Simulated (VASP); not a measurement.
# SiC in VASP: single point with LDA

Aim: the single point of SiC with LDA.

All numbers are computed with VASP 6.6.1; they aren't measurements. Logs are shortened: lines on timing, memory, paths and dates and some standing lists are left out, and cuts for length are marked.

### 1 The cell of the first run

The cell holds a sheet with vacuum, 2 atoms: a = 3.090 Å, b = 3.090 Å, c = 14.000 Å, α = 90.00°, β = 90.00°, γ = 120.00°.

### 2 Single point, LDA

The input, INCAR:

```
SYSTEM = SiC
  ALGO = Normal
  DIPOL = 0.5 0.5 0.500
  EDIFF = 1E-6
  ENCUT = 520
  GGA_COMPAT = .False.
  IDIPOL = 3
  ISIF = 2
  ISMEAR = 0
  LASPH = .True.
  LCHARG = .False.
  LDIPOL = .True.
  LREAL = .False.
  LWAVE = .False.
  NBANDS = 11
  NELM = 120
  NELMDL = -8
  PREC = Accurate
  SIGMA = 0.03
```

The input, KPOINTS:

```
k-points
0
Gamma
  12 12 1
  0 0 0
```

The input, POSCAR:

```
SiC
1.0
    3.0900000000      0.0000000000      0.0000000000
   -1.5450000000      2.6760184977      0.0000000000
    0.0000000000      0.0000000000     14.0000000000
Si C
1 1
Direct
    0.3333330000      0.6666670000      0.5000000000
    0.6666670000      0.3333330000      0.5000000000
```

Potentials or basis: VASP PAW LDA potentials, release 64 (Si, C).

Launch:

```sh
> cat potpaw_LDA.64/Si/POTCAR potpaw_LDA.64/C/POTCAR > POTCAR
> mpirun -np 1 vasp_std > vasp.out
```

OUTCAR:

```text
SYSTEM = SiC
   EDIFF = 1E-6
   ENCUT = 520
   ISIF = 2
   ISMEAR = 0
   LASPH = .True.
   LREAL = .False.
   NELM = 120
   NELMDL = -8
   PREC = Accurate

 ion  position               nearest neighbor table
   1  0.333  0.667  0.500-   2 1.78   2 1.78   2 1.78
   2  0.667  0.333  0.500-   1 1.78   1 1.78   1 1.78

  LATTYP: Found a hexagonal cell.
 ALAT       =     3.0900000000
 C/A-ratio  =     4.5307443366

  Lattice vectors:

 A1 = (   3.0900000000,   0.0000000000,   0.0000000000)
 A2 = (  -1.5450000000,   2.6760184977,   0.0000000000)
 A3 = (   0.0000000000,   0.0000000000,  14.0000000000)

Analysis of symmetry for initial positions (statically):
=====================================================================
 Subroutine PRICEL returns:
 Original cell was already a primitive cell.

 Routine SETGRP: Setting up the symmetry group for a
 hexagonal supercell.

 Subroutine GETGRP returns: Found 12 space group operations
 (whereof 12 operations were pure point group operations)
 out of a pool of 24 trial point group operations.

The static configuration has the point symmetry D_3h.

Analysis of symmetry for dynamics (positions and initial velocities):
=====================================================================
 Subroutine PRICEL returns:
 Original cell was already a primitive cell.

 Routine SETGRP: Setting up the symmetry group for a
 hexagonal supercell.

 Subroutine GETGRP returns: Found 12 space group operations
 (whereof 12 operations were pure point group operations)
 out of a pool of 24 trial point group operations.

The dynamic configuration has the point symmetry D_3h.

 Subroutine INISYM returns: Found 12 space group operations
 (whereof 12 operations are pure point group operations),
 and found     1 'primitive' translations

----------------------------------------------------------------------------------------

                                     Primitive cell

  volume of cell :     115.7646

  direct lattice vectors                    reciprocal lattice vectors
     3.090000000  0.000000000  0.000000000     0.323624595  0.186844747  0.000000000
    -1.545000000  2.676018498  0.000000000     0.000000000  0.373689495  0.000000000
     0.000000000  0.000000000 14.000000000     0.000000000  0.000000000  0.071428571

  length of vectors
     3.090000000  3.090000000 14.000000000     0.373689495  0.373689495  0.071428571

  position of ions in fractional coordinates (direct lattice)
     0.333333000  0.666667000  0.500000000
     0.666667000  0.333333000  0.500000000

  ion indices of the primitive-cell ions
   primitive index   ion index
                 1           1
                 2           2

----------------------------------------------------------------------------------------

 KPOINTS: k-points

Automatic generation of k-mesh.
 Grid dimensions read from file:
 generate k-points for:   12   12    1

 Generating k-lattice:

  Cartesian coordinates                     Fractional coordinates (reciprocal lattice)
     0.026968716  0.015570396  0.000000000     0.083333333  0.000000000  0.000000000
     0.000000000  0.031140791  0.000000000     0.000000000  0.083333333  0.000000000
     0.000000000  0.000000000  0.071428571     0.000000000  0.000000000  1.000000000

  Length of vectors
     0.031140791  0.031140791  0.071428571

  Shift w.r.t. Gamma in fractional coordinates (k-lattice)
     0.000000000  0.000000000  0.000000000

 Subroutine IBZKPT returns following result:
 ===========================================

 Found     19 irreducible k-points:

 Following reciprocal coordinates:
            Coordinates               Weight
  0.000000  0.000000  0.000000      1.000000
  0.083333 -0.000000  0.000000      6.000000
  0.166667  0.000000  0.000000      6.000000
  0.250000  0.000000  0.000000      6.000000
  0.333333  0.000000  0.000000      6.000000
  0.416667  0.000000  0.000000      6.000000
[... 11 lines left out ...]
  0.333333  0.250000  0.000000     12.000000
  0.333333  0.333333  0.000000      2.000000
   k-points           NKPTS =     19   k-points in BZ     NKDIM =     19   number of bands    NBANDS=     11
   number of dos      NEDOS =    301   number of ions     NIONS =      2
   total plane-waves  NPLWV =  62208
   dimension x,y,z NGX =    24 NGY =   24 NGZ =  108
   dimension x,y,z NGXF=    48 NGYF=   48 NGZF=  216
   ions per type =               1   1
   NGX,Y,Z   is equivalent  to a cutoff of  12.91, 12.91, 12.82 a.u.
   NGXF,Y,Z  is equivalent  to a cutoff of  25.82, 25.82, 25.65 a.u.
 SYSTEM =  SiC
   PREC   = accura    normal or accurate (medium, high low for compatibility)
   ISTART =      0    job   : 0-new  1-cont  2-samecut
   ICHARG =      2    charge: 1-file 2-atom 10-const
   ISPIN  =      1    spin polarized calculation?
   LNONCOLLINEAR =      F non collinear calculations
   LSORBIT =      F    spin-orbit coupling
   LASPH  =      T    aspherical Exc in radial PAW
   ENCUT  =  520.0 eV  38.22 Ry    6.18 a.u.   5.75  5.75 26.03*2*pi/ulx,y,z
   NELM   =    120;   NELMIN=  2; NELMDL= -8     # of ELM steps
   EDIFF  = 0.1E-05   stopping-criterion for ELM
   LREAL  =      F    real-space projection
   EDIFFG = 0.1E-04   stopping-criterion for IOM
   NSW    =      0    number of steps for IOM
   IBRION =     -1    ionic relax: 0-MD 1-quasi-New 2-CG
   NFREE  =      0    steps in history (QN), initial steepest desc. (CG)
   ISIF   =      2    stress and relaxation
   ISYM   =      2    0-nonsym 1-usesym 2-fastsym
   POTIM  = 0.5000    time-step for ionic-motion
   TEBEG  =    0.0;   TEEND  =   0.0 temperature during run
   PSTRESS=    0.0 pullay stress
   NELECT =       8.0000    total number of electrons
   NUPDOWN=      -1.0000    fix difference up-down
   EMIN   =  10.00;   EMAX   =-10.00  energy-range for DOS
   EFERMI =   0.00;   METHOD = LEGACY
   ISMEAR =     0;   SIGMA  =   0.03  broadening in eV -4-tet -1-fermi 0-gaus
   EFERMI_NEDOS =   21; number of points for ismear=-14 and -15
   IALGO  =     38    algorithm
   IMIX   =      4    mixing-type and parameters
     AMIX     =   0.40;   BMIX     =  1.00
     AMIX_MAG =   1.60;   BMIX_MAG =  1.00
  volume/ion in A,a.u.               =      57.88       390.61
  Fermi-wavevector in a.u.,A,eV,Ry     =   0.671810  1.269536  6.140694  0.451328
  Thomas-Fermi vector in A             =   1.747741
   LORBIT       =      0    0 simple, 1 ext, 2 COOP (PROOUT), +10 PAW based schemes
   GGA     = CA    functional components
   LHFCALC =     F    Hartree Fock is set to
   AEXX    =    0.0000 exact exchange contribution
   IVDW    =     0    specifies the selected vdW correction
   LEPSILON=     F    determine dielectric tensor
   LRPA    =     F    only Hartree local field effects (RPA)
 non-spin polarized calculation
 Gauss-broadening in eV      SIGMA  =   0.03
  energy-cutoff  :      520.00
  volume of cell :      115.76
 maximum number of plane-waves:      3136
 NGX is ok and might be reduce to    24
   NGX = 11   NGY = 11   NGZ = 53

 dipolmoment           0.000000      0.000000     -0.000000 electrons x Angstroem

 number of electron       7.9999999 magnetization

 dipolmoment           0.000000      0.000000      0.000000 electrons x Angstroem

 Free energy of the ion-electron system (eV)
  ---------------------------------------------------
  ext. energy  EPLUGINS =         0.00000000
  ---------------------------------------------------
  free energy    TOTEN  =       -15.34224699 eV

  energy without entropy =      -15.34224699  energy(sigma->0) =      -15.34224699

 E-fermi :  -2.7002     XC(G=0):  -3.1680

 val. band max:       -2.8759572773   @ k =   0.3333   0.3333   0.0000
 cond. band min:      -0.4011724932   @ k =   0.5000   0.0000   0.0000
 fundamental gap:      2.4747847841
 Fermi energy:        -2.7002143288

 k-point     1 :       0.0000    0.0000    0.0000
  band No.  band energies     occupation
      1     -16.4681      2.00000
      2      -6.6862      2.00000
      3      -4.2054      2.00000
      4      -4.2054      2.00000
      5       0.2055      0.00000
      6       2.1760      0.00000
      7       2.5432      0.00000
      8       3.9601      0.00000
      9       4.5740      0.00000
     10       4.5741      0.00000
     11       4.7460      0.00000

 k-point     2 :       0.0833   -0.0000    0.0000
  band No.  band energies     occupation
      1     -16.3530      2.00000
      2      -6.5658      2.00000
      3      -4.6974      2.00000
      4      -4.3416      2.00000
      5       0.3903      0.00000
      6       2.2951      0.00000
      7       2.7011      0.00000
      8       4.0099      0.00000
      9       4.4837      0.00000
     10       4.7560      0.00000
     11       4.9348      0.00000

 k-point     3 :       0.1667    0.0000    0.0000
  band No.  band energies     occupation
      1     -16.0116      2.00000
      2      -6.2083      2.00000
      3      -5.8858      2.00000
      4      -4.6786      2.00000
      5       0.8216      0.00000
      6       2.6044      0.00000
      7       2.9895      0.00000
      8       3.6053      0.00000
      9       4.5320      0.00000
     10       5.1224      0.00000
     11       5.9365      0.00000

 k-point     4 :       0.2500    0.0000    0.0000
  band No.  band energies     occupation
      1     -15.4566      2.00000
      2      -7.3557      2.00000
      3      -5.6279      2.00000
      4      -5.0769      2.00000
      5       1.2537      0.00000
      6       2.6097      0.00000
      7       2.8040      0.00000
      8       4.0779      0.00000
      9       4.0997      0.00000
     10       6.0467      0.00000
     11       6.6778      0.00000

 k-point     5 :       0.3333    0.0000    0.0000
  band No.  band energies     occupation
      1     -14.7217      2.00000
      2      -8.8475      2.00000
      3      -5.4238      2.00000
      4      -4.8632      2.00000
      5       1.2476      0.00000
      6       1.4865      0.00000
      7       3.2055      0.00000
      8       4.7025      0.00000
      9       5.0524      0.00000
     10       6.9742      0.00000
     11       7.3365      0.00000
[... 141 lines left out ...]
 k-point    16 :       0.4167    0.1667    0.0000
  band No.  band energies     occupation
      1     -13.2142      2.00000
      2     -10.5036      2.00000
      3      -7.1614      2.00000
      4      -3.3112      2.00000
      5      -0.3058      0.00000
      6       2.6794      0.00000
      7       5.1925      0.00000
      8       5.2945      0.00000
      9       6.7957      0.00000
     10       7.8679      0.00000
     11       8.0986      0.00000

 k-point    17 :       0.2500    0.2500    0.0000
  band No.  band energies     occupation
      1     -13.6970      2.00000
      2      -9.5411      2.00000
      3      -7.5618      2.00000
      4      -3.7905      2.00000
      5       0.4932      0.00000
      6       3.3770      0.00000
      7       4.6105      0.00000
      8       4.8337      0.00000
      9       6.2724      0.00000
     10       6.5489      0.00000
     11       7.2940      0.00000

 k-point    18 :       0.3333    0.2500    0.0000
  band No.  band energies     occupation
      1     -13.0844      2.00000
      2     -10.1410      2.00000
      3      -8.0793      2.00000
      4      -3.1496      2.00000
      5      -0.1865      0.00000
      6       3.8154      0.00000
      7       4.3157      0.00000
      8       5.3759      0.00000
      9       7.2626      0.00000
     10       7.7791      0.00000
     11       8.2538      0.00000

 k-point    19 :       0.3333    0.3333    0.0000
  band No.  band energies     occupation
      1     -12.8385      2.00000
      2     -10.1347      2.00000
      3      -8.5778      2.00000
      4      -2.8760      2.00000
      5      -0.3628      0.00000
      6       3.8996      0.00000
      7       4.2995      0.00000
      8       5.7890      0.00000
      9       7.7148      0.00000
     10       8.7820      0.00000
     11       8.8192      0.00000

------------------------ aborting loop because EDIFF is reached ----------------------------------------

 vacuum level on the upper side and lower side of the slab       (xc-potential included)        -0.097        -0.097

  FORCE on cell =-STRESS in cart. coord.  units (eV):
  Direction    XX          YY          ZZ          XY          YZ          ZX
  --------------------------------------------------------------------------------------
  -------------------------------------------------------------------------------------
  Total       -0.8836864     -0.8836864     -0.0071069      0.0000000      0.0000000      0.0000000
  in kB      -12.2301880    -12.2301880     -0.0983594      0.0000000      0.0000000      0.0000000
  external PRESSURE =      -8.1862452 kB  Pullay stress =       0.0000000 kB

 VOLUME and BASIS-vectors are now :
 -----------------------------------------------------------------------------
  energy-cutoff  :      520.00
  volume of cell :      115.76
      direct lattice vectors                 reciprocal lattice vectors
     3.090000000  0.000000000  0.000000000     0.323624595  0.186844747  0.000000000
    -1.545000000  2.676018498  0.000000000     0.000000000  0.373689495  0.000000000
     0.000000000  0.000000000 14.000000000     0.000000000  0.000000000  0.071428571

 POSITION                                       TOTAL-FORCE (eV/Angst)
 -----------------------------------------------------------------------------------
     -0.00000      1.78401      7.00000         0.000000      0.000000      0.000000
      1.54500      0.89201      7.00000        -0.000000      0.000000      0.000000
 -----------------------------------------------------------------------------------
    total drift:                               -0.000544      0.000314      0.000000

  FREE ENERGIE OF THE ION-ELECTRON SYSTEM (eV)
  ---------------------------------------------------
  free  energy   TOTEN  =       -15.3422469916 eV

  energy  without entropy=      -15.3422469916  energy(sigma->0) =      -15.34224699

 vacuum level on the upper side and lower side of the slab         2.348         2.348
```

Run time: 46 s. Hardware: 1 thread of Intel Xeon 8259CL, shared host; peak memory 0.19 GiB.

Results:

* Free energy: -15.3422 eV
* Band gap on the k mesh: 2.47 eV (least direct gap 2.51 eV)
